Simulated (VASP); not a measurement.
Here is a VASP 6.6.1 calculation.

The input INCAR:

```
SYSTEM = TePd
ALGO     = Normal         ! electronic algorithm
EDIFF    = 1E-6           ! SCF threshold, eV
ENCUT    = 500            ! plane-wave cutoff, eV
GGA      = CA             ! functional
GGA_COMPAT= .False.      
ISIF     = 2              ! what is computed and relaxed
ISMEAR   = -1             ! smearing method
LASPH    = .True.         ! aspherical terms in the spheres
LCHARG   = .False.        ! write CHGCAR
LDAU     = .True.         ! DFT+U
LDAUJ    = 0 0          
LDAUL    = 2 -1           ! shell
LDAUPRINT= 1            
LDAUTYPE = 2            
LDAUU    = 6 0            ! U, eV
LMAXMIX  = 4              ! l up to which the mixer works
LREAL    = .False.        ! projectors in reciprocal space
LWAVE    = .False.        ! write WAVECAR
NBANDS   = 15             ! bands
NELM     = 200            ! most SCF steps
PREC     = Accurate       ! precision mode
SIGMA    = 0.05           ! smearing width, eV
```

Contents of KPOINTS:

```
k-points
0
Gamma
  7 7 7
  0 0 0
```

The input POSCAR:

```
TePd
1.0
    3.6310931200      0.0000000000      0.0000000000
    0.0000000000      3.6310931200      0.0000000000
    0.0000000000      0.0000000000      3.6310931200
Pd Te
1 1
Direct
    0.0000000000      0.0000000000      0.0000000000
    0.5000000000      0.5000000000      0.5000000000
```

Potentials or basis: VASP PAW LDA potentials, release 64 (Pd, Te).

The run is started by

```console
$ cat potpaw_LDA.64/Pd/POTCAR potpaw_LDA.64/Te/POTCAR > POTCAR
$ mpirun -np 1 vasp_std > vasp.out
```

Q: Estimate the pressure.

A: -18.0 GPa.

Q: What does it give for the band gap on the k mesh?

A: Zero (bands 8 and 9 overlap by 2.12 eV).

Eigenvalues of the final occupation matrices:
| site | spin | trace | eigenvalues |
| --- | --- | --- | --- |
| site 1 d | 1 | 4.66 | 0.91 0.91 0.91 0.97 0.97 |
| site 1 d | 2 | 4.66 | 0.91 0.91 0.91 0.97 0.97 |

Caveat: the cell stands under tension; spin-orbit coupling is left out, which moves the levels of the heavy elements; U without spin polarisation on a metal has little footing; the U is typed as a test and isn't derived for this compound.
